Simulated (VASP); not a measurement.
TiS2, 3 atoms in the cell. The structure is trigonal, space group P-3m1 (No. 164). The conventional cell has a = 3.496 Å, b = 3.496 Å, c = 5.667 Å, α = 90.00°, β = 90.00°, γ = 120.00°. Ti (site symmetry -3m) has 6 S at 2.44 Å within 3.2 Å. S (site symmetry 3m) has 3 Ti at 2.44 Å within 3.2 Å.  This cell differs from its parent crystal: epitaxial xy strain +2.5%.

```yaml
Program: VASP 6.6.1
Task: single point
Functional: HSE06
Potentials_or_basis: VASP PAW PBE potentials, release 64 (Ti_sv, S)
Cutoff: 400 eV
k_mesh: 6 × 6 × 4
Occupations: fermi-dirac, width 0.02 eV
Spin: no spin polarisation
Dipole_correction: no
Grid_for_exact_exchange_PRECFOCK: Normal
Further_INCAR_settings: ALGO = Normal; EDIFF = 1e-06; NBANDS = 19
Share_of_exact_exchange: 0.25
Screening_parameter: 0.2079 1/Å
```

Potentials or basis: VASP PAW PBE potentials, release 64 (Ti_sv, S).

The run is started by

```console
$ cat potpaw_PBE.64/Ti_sv/POTCAR potpaw_PBE.64/S/POTCAR > POTCAR
$ cp INCAR.step1 INCAR
$ mpirun -np 1 vasp_std > vasp.out
$ cp INCAR.step2 INCAR
$ mpirun -np 1 vasp_std > vasp.out
```

Hardware: 1 thread of Intel(R) Xeon(R) Platinum 8488C (Sapphire Rapids), with other jobs on the host.

Estimate the wall time of this run.

Run time: 47 min on 1 thread of Intel(R) Xeon(R) Platinum 8488C (Sapphire Rapids), with other jobs on the host, peak memory 0.27 GiB. Counts: k points 24.
